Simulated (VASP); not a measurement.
Crystal: Cd.

```xyz
2
Lattice="2.9789 0.0000 0.0000 -1.4894 2.5798 0.0000 0.0000 0.0000 5.6177" Properties=species:S:1:pos:R:3 pbc="T T T"
Cd    0.0000    1.7199    1.4044
Cd    1.4894    0.8599    4.2132
```

```yaml
Program: VASP 6.6.1
Task: relaxation of cell and atoms
Functional: LDA
Potentials_or_basis: VASP PAW LDA potentials, release 64 (Cd)
Cutoff: 600 eV
k_mesh: 8 × 8 × 4
Occupations: gaussian, width 0.02 eV
Spin: no spin polarisation
```

At the start: pressure -3.9 GPa; volume 21.59 Å³/atom.

How do energy, volume and symmetry change on relaxing?

Over 7 steps the energy falls by 29.0 meV/atom and the volume is 19.96 Å³/atom (-7.5 %); space group P6_3/mmc (No. 194, to 0.05 Å).

The path:
| step | energy change (eV) | largest force (eV/Å) | pressure (GPa) | volume (Å³) |
| --- | --- | --- | --- | --- |
| 1 | 0.0000 | 0.0000 | -3.88 | 43.17 |
| 2 | -0.0423 | 0.0000 | 0.70 | 39.98 |
| 3 | -0.0425 | 0.0000 | 0.39 | 40.16 |
| 4 | -0.0493 | 0.0000 | 0.15 | 40.08 |
| 5 | -0.0532 | 0.0000 | -0.11 | 40.03 |
| 6 | -0.0580 | 0.0000 | -0.18 | 39.91 |
| 7 | -0.0580 | 0.0000 | -0.23 | 39.92 |

Final structure:
```cif
data_structure
_symmetry_space_group_name_H-M 'P 1'
_symmetry_Int_Tables_number 1
_cell_length_a 2.9672
_cell_length_b 2.9672
_cell_length_c 5.2358
_cell_angle_alpha 90.000
_cell_angle_beta 90.000
_cell_angle_gamma 120.000
_cell_volume 39.92
loop_
_atom_site_label
_atom_site_type_symbol
_atom_site_fract_x
_atom_site_fract_y
_atom_site_fract_z
_atom_site_occupancy
Cd1 Cd 0.33333 0.66667 0.25000 1
Cd2 Cd 0.66667 0.33333 0.75000 1
```
